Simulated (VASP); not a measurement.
Input of a VASP 6.6.1 run:

File INCAR:

```
SYSTEM = Cd
PREC     = Accurate       ! precision mode
ENCUT    = 520            ! plane-wave cutoff, eV
EDIFF    = 1E-6           ! SCF threshold, eV
ISMEAR   = 0              ! smearing method
SIGMA    = 0.05           ! smearing width, eV
LREAL    = .False.        ! projectors in reciprocal space
LASPH    = .True.         ! aspherical terms in the spheres
NELM     = 80             ! most SCF steps
ALGO     = Normal         ! electronic algorithm
ISIF     = 2              ! what is computed and relaxed
LWAVE    = .False.        ! write WAVECAR
LCHARG   = .True.         ! write CHGCAR
GGA      = CA             ! functional
LELF     = .True.         ! ELF
LVHAR    = .True.       
NBANDS   = 12             ! bands
```

Contents of KPOINTS:

```
Automatic mesh
0
Gamma
  15 15 15
  0 0 0
```

POSCAR

```
Cd
1.0
    1.5525350759      0.8963565440      2.3647609942
   -1.5525350759      0.8963565440      2.3647609942
    0.0000000000     -1.7927130880      2.3647609942
Cd
1
Direct
    0.0000000000      0.0000000000      0.0000000000
```

Potentials or basis: VASP PAW LDA potentials, release 64 (Cd).

Launch:

```console
$ cat potpaw_LDA.64/Cd/POTCAR > POTCAR
$ mpirun -np 1 vasp_std > vasp.out
```

**Question.** Predict the pressure.

**Answer.** 1.6 GPa.

**Question.** What does it give for the band gap on the k mesh?

**Answer.** Zero (bands 6 and 7 overlap by 2.91 eV).
